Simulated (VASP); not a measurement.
## Nb: single point with PBE

Nb:

```
CELL_PARAMETERS angstrom
-1.66395 1.66395 1.66395
1.66395 -1.66395 1.66395
1.66395 1.66395 -1.66395
ATOMIC_POSITIONS crystal
Nb 0.00000 0.00000 0.00000
```

- Program: VASP 6.6.1
- Task: single point
- Functional: PBE
- Potentials or basis: VASP PAW PBE potentials, release 64 (Nb_sv)
- Cutoff: 520 eV
- k mesh: 16 × 16 × 16
- Occupations: fermi-dirac, width 0.05 eV
- Spin: collinear spin, ferromagnetic start
- Starting moments: [0.4] μB
- Fixed moment: 0.4 μB
- Dipole correction: no
- Further INCAR settings: ALGO = Normal; EDIFF = 1e-07; NBANDS = 16

| Item | Value |
| --- | --- |
| Pressure | -2.3 GPa |
| Net moment | 0.40 μB per cell |
| Site moments | Nb +0.25 μB |
| Valence electrons inside the program's atomic spheres | Nb 10.69 |

It took 88 s on 1 thread of Intel(R) Xeon(R) Platinum 8259CL CPU @ 2.50GHz (Skylake/Cascade Lake), on a shared host, peak memory 0.19 GiB.

Caveat: the total moment is fixed, so each spin has its own Fermi level.
